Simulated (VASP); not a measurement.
# MgZr2N4 (C2/m) in VASP: a series of runs

The runs below take MgZr2N4 through single point, with PBE.

Everything below comes from runs of VASP 6.6.1. Logs are shortened: lines on timing, memory, paths and dates and some standing lists are left out, and cuts for length are marked.

## Step 1: The cell of the first run

It takes space group C2/m (No. 12, monoclinic). Conventional cell: a = 10.891 Å, b = 4.287 Å, c = 3.840 Å, α = 90.00°, β = 99.34°, γ = 90.00°. Within 2.8 Å of Mg (site symmetry 2/m) lie 6 N at 2.12 to 2.26 Å. Within 2.8 Å of Zr (site symmetry m) lie 6 N at 2.08 to 2.37 Å. N (site symmetry m) has 3 Zr at 2.08 to 2.17 Å and 1 Mg at 2.12 Å within 2.8 Å. N (site symmetry m) has 1 N at 1.45 Å within 1.9 Å.

## Step 2: Single point, PBE (12.64 Å³/atom)

Contents of INCAR:

```
SYSTEM = MgZr2N4
  ALGO = Normal
  EDIFF = 1E-7
  ENCUT = 520
  GGA = PE
  ISIF = 2
  ISMEAR = 0
  LASPH = .True.
  LCHARG = .False.
  LREAL = .False.
  LWAVE = .False.
  NBANDS = 32
  NELM = 80
  PREC = Accurate
  SIGMA = 0.02
```

Contents of KPOINTS:

```
k-points
0
Gamma
  8 8 8
  0 0 0
```

Contents of POSCAR:

```
MgZr2N4
1.0
    5.4456314164     -2.1436632876      0.0323852481
    5.4456314164      2.1436632876      0.0323852481
   -0.6455978512      0.0000000000      3.7852605312
Mg Zr N
1 2 4
Direct
    0.0000000000      0.0000000000      0.5000000000
    0.6459587564      0.6459587564      0.9703581947
    0.3540412436      0.3540412436      0.0296418053
    0.8391064350      0.8391064350      0.1082036229
    0.1608935650      0.1608935650      0.8917963771
    0.5506141562      0.5506141562      0.3988144713
    0.4493858438      0.4493858438      0.6011855287
```

Potentials or basis: VASP PAW PBE potentials, release 64 (Mg, Zr_sv, N).

Started as:

```
> cat potpaw_PBE.64/Mg/POTCAR potpaw_PBE.64/Zr_sv/POTCAR potpaw_PBE.64/N/POTCAR > POTCAR
> mpirun -np 1 vasp_std > vasp.out
```

OUTCAR:

```text
SYSTEM = MgZr2N4
   EDIFF = 1E-7
   ENCUT = 520
   GGA = PE
   ISIF = 2
   ISMEAR = 0
   LASPH = .True.
   LREAL = .False.
   NELM = 80
   PREC = Accurate

 ion  position               nearest neighbor table
   1  0.000  0.000  0.500-   4 2.12   5 2.12   6 2.26   6 2.26   7 2.26   7 2.26   3 3.07   2 3.07
                             3 3.07   2 3.07   2 3.51   3 3.51   3 3.51   2 3.51
   2  0.646  0.646  0.970-   6 2.08   4 2.08   5 2.17   5 2.17   6 2.27   7 2.37   1 3.07   1 3.07
                             3 3.10   3 3.10   3 3.22   1 3.51   1 3.51
   3  0.354  0.354  0.030-   7 2.08   5 2.08   4 2.17   4 2.17   7 2.27   6 2.37   1 3.07   1 3.07
                             2 3.10   2 3.10   2 3.22   1 3.51   1 3.51
   4  0.839  0.839  0.108-   2 2.08   1 2.12   3 2.17   3 2.17
   5  0.161  0.161  0.892-   3 2.08   1 2.12   2 2.17   2 2.17
   6  0.551  0.551  0.399-   7 1.45   2 2.08   1 2.26   1 2.26   2 2.27   3 2.37
   7  0.449  0.449  0.601-   6 1.45   3 2.08   1 2.26   1 2.26   3 2.27   2 2.37

  LATTYP: Found a base centered monoclinic cell.
 ALAT       =    10.8914554266
 B/A-ratio  =     0.3936412910
 C/A-ratio  =     0.3525627133
 COS(beta)  =    -0.1622626669

  Lattice vectors:

 A1 = (   5.4456314164,  -2.1436632876,   0.0323852481)
 A2 = (   5.4456314164,   2.1436632876,   0.0323852481)
 A3 = (  -0.6455978512,   0.0000000000,   3.7852605312)

Analysis of symmetry for initial positions (statically):
=====================================================================
 Subroutine PRICEL returns:
 Original cell was already a primitive cell.

 Routine SETGRP: Setting up the symmetry group for a
 base centered monoclinic supercell.

 Subroutine GETGRP returns: Found  4 space group operations
 (whereof  4 operations were pure point group operations)
 out of a pool of  4 trial point group operations.

The static configuration has the point symmetry C_2h.

Analysis of symmetry for dynamics (positions and initial velocities):
=====================================================================
 Subroutine PRICEL returns:
 Original cell was already a primitive cell.

 Routine SETGRP: Setting up the symmetry group for a
 base centered monoclinic supercell.

 Subroutine GETGRP returns: Found  4 space group operations
 (whereof  4 operations were pure point group operations)
 out of a pool of  4 trial point group operations.

The dynamic configuration has the point symmetry C_2h.

 Subroutine INISYM returns: Found  4 space group operations
 (whereof  4 operations are pure point group operations),
 and found     1 'primitive' translations

----------------------------------------------------------------------------------------

                                     Primitive cell

  volume of cell :      88.4649

  direct lattice vectors                    reciprocal lattice vectors
     5.445631416 -2.143663288  0.032385248     0.091723682 -0.233245586  0.015643999
     5.445631416  2.143663288  0.032385248     0.091723682  0.233245586  0.015643999
    -0.645597851  0.000000000  3.785260531    -0.001569506  0.000000000  0.263914920

  length of vectors
     5.852456118  5.852456118  3.839921077     0.251120433  0.251120433  0.263919587

  position of ions in fractional coordinates (direct lattice)
     1.000000000  1.000000000  0.500000000
     0.645958756  0.645958756  0.970358195
     0.354041244  0.354041244  0.029641805
     0.839106435  0.839106435  0.108203623
     0.160893565  0.160893565  0.891796377
     0.550614156  0.550614156  0.398814471
     0.449385844  0.449385844  0.601185529

  ion indices of the primitive-cell ions
   primitive index   ion index
                 1           1
                 2           2
                 3           3
                 4           4
                 5           5
                 6           6
                 7           7

----------------------------------------------------------------------------------------

 KPOINTS: k-points

Automatic generation of k-mesh.
 Grid dimensions read from file:
 generate k-points for:    8    8    8

 Generating k-lattice:

  Cartesian coordinates                     Fractional coordinates (reciprocal lattice)
     0.011465460 -0.029155698  0.001955500     0.125000000  0.000000000 -0.000000000
     0.011465460  0.029155698  0.001955500     0.000000000  0.125000000 -0.000000000
    -0.000196188  0.000000000  0.032989365     0.000000000  0.000000000  0.125000000

  Length of vectors
     0.031390054  0.031390054  0.032989948

  Shift w.r.t. Gamma in fractional coordinates (k-lattice)
     0.000000000  0.000000000  0.000000000

 Subroutine IBZKPT returns following result:
 ===========================================

 Found    150 irreducible k-points:

 Following reciprocal coordinates:
            Coordinates               Weight
  0.000000  0.000000  0.000000      1.000000
  0.125000 -0.000000 -0.000000      4.000000
  0.250000 -0.000000 -0.000000      4.000000
  0.375000  0.000000 -0.000000      4.000000
  0.500000 -0.000000 -0.000000      2.000000
  0.125000  0.125000 -0.000000      2.000000
[... 16 lines left out ...]
  0.125000  0.000000  0.125000      4.000000
  0.250000  0.000000  0.125000      4.000000
 [... further k-points ...]
   k-points           NKPTS =    150   k-points in BZ     NKDIM =    150   number of bands    NBANDS=     32
   number of dos      NEDOS =    301   number of ions     NIONS =      7
   total plane-waves  NPLWV =  69120
   dimension x,y,z NGX =    48 NGY =   48 NGZ =   30
   dimension x,y,z NGXF=    96 NGYF=   96 NGZF=   60
   ions per type =               1   2   4
   NGX,Y,Z   is equivalent  to a cutoff of  13.63, 13.63, 12.99 a.u.
   NGXF,Y,Z  is equivalent  to a cutoff of  27.27, 27.27, 25.98 a.u.
 SYSTEM =  MgZr2N4
   PREC   = accura    normal or accurate (medium, high low for compatibility)
   ISTART =      0    job   : 0-new  1-cont  2-samecut
   ICHARG =      2    charge: 1-file 2-atom 10-const
   ISPIN  =      1    spin polarized calculation?
   LNONCOLLINEAR =      F non collinear calculations
   LSORBIT =      F    spin-orbit coupling
   LASPH  =      T    aspherical Exc in radial PAW
   ENCUT  =  520.0 eV  38.22 Ry    6.18 a.u.  10.88 10.88  7.14*2*pi/ulx,y,z
   NELM   =     80;   NELMIN=  2; NELMDL= -5     # of ELM steps
   EDIFF  = 0.1E-06   stopping-criterion for ELM
   LREAL  =      F    real-space projection
   EDIFFG = 0.1E-05   stopping-criterion for IOM
   NSW    =      0    number of steps for IOM
   IBRION =     -1    ionic relax: 0-MD 1-quasi-New 2-CG
   NFREE  =      0    steps in history (QN), initial steepest desc. (CG)
   ISIF   =      2    stress and relaxation
   ISYM   =      2    0-nonsym 1-usesym 2-fastsym
   POTIM  = 0.5000    time-step for ionic-motion
   TEBEG  =    0.0;   TEEND  =   0.0 temperature during run
   PSTRESS=    0.0 pullay stress
   NELECT =      46.0000    total number of electrons
   NUPDOWN=      -1.0000    fix difference up-down
   EMIN   =  10.00;   EMAX   =-10.00  energy-range for DOS
   EFERMI =   0.00;   METHOD = LEGACY
   ISMEAR =     0;   SIGMA  =   0.02  broadening in eV -4-tet -1-fermi 0-gaus
   EFERMI_NEDOS =   21; number of points for ismear=-14 and -15
   IALGO  =     38    algorithm
   IMIX   =      4    mixing-type and parameters
     AMIX     =   0.40;   BMIX     =  1.00
     AMIX_MAG =   1.60;   BMIX_MAG =  1.00
  volume/ion in A,a.u.               =      12.64        85.28
  Fermi-wavevector in a.u.,A,eV,Ry     =   1.316448  2.487727 23.579389  1.733036
  Thomas-Fermi vector in A             =   2.446560
   LORBIT       =      0    0 simple, 1 ext, 2 COOP (PROOUT), +10 PAW based schemes
   GGA     = PE    functional components
   LHFCALC =     F    Hartree Fock is set to
   AEXX    =    0.0000 exact exchange contribution
   IVDW    =     0    specifies the selected vdW correction
   LEPSILON=     F    determine dielectric tensor
   LRPA    =     F    only Hartree local field effects (RPA)
 non-spin polarized calculation
 Gauss-broadening in eV      SIGMA  =   0.02
  energy-cutoff  :      520.00
  volume of cell :       88.46
 maximum number of plane-waves:      2399
 NGX is ok and might be reduce to    48
   NGX = 21   NGY = 21   NGZ = 15

 number of electron      45.9999999 magnetization

 Free energy of the ion-electron system (eV)
  ---------------------------------------------------
  ext. energy  EPLUGINS =         0.00000000
  ---------------------------------------------------
  free energy    TOTEN  =       -59.04584388 eV

  energy without entropy =      -59.04584388  energy(sigma->0) =      -59.04584388

 E-fermi :   7.0452     XC(G=0): -10.9186

 val. band max:        6.7984556504   @ k =   0.5000   0.0000   0.5000
 cond. band min:       7.5092951856   @ k =   0.5000   0.5000   0.5000
 fundamental gap:      0.7108395352
 Fermi energy:         7.0452012022

 k-point     1 :       0.0000    0.0000    0.0000
  band No.  band energies     occupation
      1     -41.6774      2.00000
      2     -41.5707      2.00000
      3     -20.2964      2.00000
      4     -19.9042      2.00000
      5     -19.8525      2.00000
      6     -19.7869      2.00000
[... 24 lines left out ...]
     31      12.1011      0.00000
     32      12.6484      0.00000

 k-point     2 :       0.1250   -0.0000   -0.0000
  band No.  band energies     occupation
      1     -41.6734      2.00000
      2     -41.5743      2.00000
      3     -20.2903      2.00000
      4     -19.9164      2.00000
      5     -19.8714      2.00000
      6     -19.7901      2.00000
[... 24 lines left out ...]
     31      12.2630      0.00000
     32      12.7671      0.00000

 k-point     3 :       0.2500   -0.0000   -0.0000
  band No.  band energies     occupation
      1     -41.6623      2.00000
      2     -41.5844      2.00000
      3     -20.2767      2.00000
      4     -19.9777      2.00000
      5     -19.8717      2.00000
      6     -19.7992      2.00000
[... 24 lines left out ...]
     31      12.4332      0.00000
     32      12.7889      0.00000

 k-point     4 :       0.3750    0.0000   -0.0000
  band No.  band energies     occupation
      1     -41.6468      2.00000
      2     -41.5989      2.00000
      3     -20.2649      2.00000
      4     -20.0393      2.00000
      5     -19.8580      2.00000
      6     -19.8125      2.00000
[... 24 lines left out ...]
     31      12.3724      0.00000
     32      12.8760      0.00000

 k-point     5 :       0.5000   -0.0000   -0.0000
  band No.  band energies     occupation
      1     -41.6362      2.00000
      2     -41.6090      2.00000
      3     -20.2606      2.00000
      4     -20.0636      2.00000
      5     -19.8480      2.00000
      6     -19.8218      2.00000
[... 584 lines left out ...]
     31      11.9053      0.00000
     32      13.3195      0.00000

 k-point    22 :       0.0000    0.0000    0.1250
  band No.  band energies     occupation
      1     -41.6763      2.00000
      2     -41.5699      2.00000
      3     -20.2892      2.00000
      4     -19.9439      2.00000
      5     -19.8511      2.00000
      6     -19.8053      2.00000
[... 24 lines left out ...]
     31      12.3664      0.00000
     32      12.4670      0.00000

 k-point    23 :       0.1250    0.0000    0.1250
  band No.  band energies     occupation
      1     -41.6721      2.00000
      2     -41.5736      2.00000
      3     -20.2805      2.00000
      4     -19.9523      2.00000
      5     -19.8801      2.00000
      6     -19.8043      2.00000
[... 24 lines left out ...]
     31      12.5446      0.00000
     32      12.5651      0.00000

 k-point    24 :       0.2500    0.0000    0.1250
  band No.  band energies     occupation
      1     -41.6609      2.00000
      2     -41.5838      2.00000
      3     -20.2660      2.00000
      4     -19.9890      2.00000
      5     -19.9094      2.00000
      6     -19.8112      2.00000
[... 24 lines left out ...]
     31      12.5510      0.00000
     32      12.7449      0.00000

 [... further k-points ...]
[... 5 lines left out ...]
  --------------------------------------------------------------------------------------
  -------------------------------------------------------------------------------------
  Total        3.1048452      2.9942782      3.0050118      0.0000000      0.0000000     -0.0031934
  in kB       56.2315001     54.2290330     54.4234280      0.0000000      0.0000000     -0.0578349
  external PRESSURE =      54.9613204 kB  Pullay stress =       0.0000000 kB

 VOLUME and BASIS-vectors are now :
 -----------------------------------------------------------------------------
  energy-cutoff  :      520.00
  volume of cell :       88.46
      direct lattice vectors                 reciprocal lattice vectors
     5.445631416 -2.143663288  0.032385248     0.091723682 -0.233245586  0.015643999
     5.445631416  2.143663288  0.032385248     0.091723682  0.233245586  0.015643999
    -0.645597851  0.000000000  3.785260531    -0.001569506  0.000000000  0.263914920

 POSITION                                       TOTAL-FORCE (eV/Angst)
 -----------------------------------------------------------------------------------
     -0.32280      0.00000      1.89263         0.000000      0.000000      0.000000
      6.40885      0.00000      3.71490        -0.004685      0.000000      0.009404
      3.83682      0.00000      0.13513         0.004685      0.000000     -0.009404
      9.06907      0.00000      0.46393         0.023313      0.000000      0.019704
      1.17659      0.00000      3.38610        -0.023313      0.000000     -0.019704
      5.73941      0.00000      1.54528         0.058623      0.000000     -0.037751
      4.50626      0.00000      2.30475        -0.058623      0.000000      0.037751
 -----------------------------------------------------------------------------------
    total drift:                                0.000000     -0.000000     -0.000000

  FREE ENERGIE OF THE ION-ELECTRON SYSTEM (eV)
  ---------------------------------------------------
  free  energy   TOTEN  =       -59.0458438830 eV

  energy  without entropy=      -59.0458438830  energy(sigma->0) =      -59.04584388
```

Wall time 5.3 min (1 thread of Intel Xeon 6975P-C (Granite Rapids), shared host); peak memory 0.52 GiB.

Results:

```
Free energy            : -59.0458 eV
Pressure               : 5.5 GPa
Largest force          : 0.070 eV/Å
Band gap on the k mesh : 0.71 eV (least direct gap 1.59 eV)
```

Forces on the atoms (eV/Å):
```
Mg   0.000  0.000  0.000
Zr  -0.005  0.000  0.009
Zr   0.005  0.000 -0.009
N    0.023  0.000  0.020
N   -0.023  0.000 -0.020
N    0.059  0.000 -0.038
N   -0.059  0.000  0.038
```

Caveat: the cell stands under pressure. A k mesh can miss the band edges.

## Step 3: Single point, PBE

This run uses another cell than the first one, of 13.03 Å³/atom.

Contents of INCAR:

```
  PREC = Accurate
  ENCUT = 520
  EDIFF = 1E-6
  ISMEAR = 0
  SIGMA = 0.02
  LREAL = False
  LASPH = True
  NELM = 80
  ALGO = Normal
  ISIF = 2
  LWAVE = False
  LCHARG = True
  GGA = PE
  LELF = True
  LVHAR = True
  NBANDS = 32
```

Contents of KPOINTS:

```
regular mesh
0
Gamma
  8 8 8
```

Contents of POSCAR:

```
MgZr2N4
1.0
    5.4994660273     -2.1594973150     -0.0007294532
    5.4994660273      2.1594973150     -0.0007294532
   -0.6753223806      0.0000000000      3.8397776417
Mg Zr N
1 2 4
Direct
    0.0000000000      0.0000000000      0.5000000000
    0.6458234600      0.6458234600      0.9748110885
    0.3541765400      0.3541765400      0.0251889115
    0.8386169766      0.8386169766      0.1052456190
    0.1613830234      0.1613830234      0.8947543810
    0.5504166824      0.5504166824      0.4003019116
    0.4495833176      0.4495833176      0.5996980884
```

Potentials or basis: VASP PAW PBE potentials, release 64 (Mg, Zr_sv, N).

Started as:

```
> cat potpaw_PBE.64/Mg/POTCAR potpaw_PBE.64/Zr_sv/POTCAR potpaw_PBE.64/N/POTCAR > POTCAR
> mpirun -np 1 vasp_std > vasp.out
```

It took 4.4 min on 1 thread of Intel Xeon 6975P-C (Granite Rapids), shared host; peak memory 0.53 GiB.

Results (log left out):

- Free energy: -59.0937 eV
- Pressure: 0.1 GPa
- Largest force: 0.067 eV/Å
- Band gap on the k mesh: 0.75 eV (least direct gap 1.63 eV)

Forces in eV/Å, atoms in the order of the input:
```
Mg   0.000  0.000  0.000
Zr  -0.003  0.000  0.005
Zr   0.003  0.000 -0.005
N    0.024  0.000  0.018
N   -0.024  0.000 -0.018
N    0.060  0.000 -0.029
N   -0.060  0.000  0.029
```

Stress tensor (GPa, compression positive):
```
 0.18  0.00 -0.03
 0.00 -0.03  0.00
-0.03  0.00  0.03
```

Levels at points of the mesh, in eV from the valence-band top:
```
           k point  band 20  band 21  band 22  band 23  band 24  band 25  band 26  band 27
(0.00, 0.00, 0.00)    -1.62    -1.09    -0.95    -0.56     1.55     2.61     2.87     3.98
(0.50, 0.00, 0.00)    -2.04    -2.02    -1.85    -0.86     2.62     3.39     3.78     4.04
(0.50, 0.50, 0.00)    -1.75    -1.42    -0.96    -0.53     2.03     2.23     3.20     3.36
(0.00, 0.00, 0.50)    -2.25    -2.02    -1.05    -0.36     2.07     2.43     2.85     2.92
(0.50, 0.00, 0.50)    -2.44    -2.34    -1.19     0.00     2.19     2.63     3.47     3.64
(0.50, 0.50, 0.50)    -1.91    -0.97    -0.92    -0.89     0.75     1.98     2.83     3.06
```

A k mesh can miss the band edges.
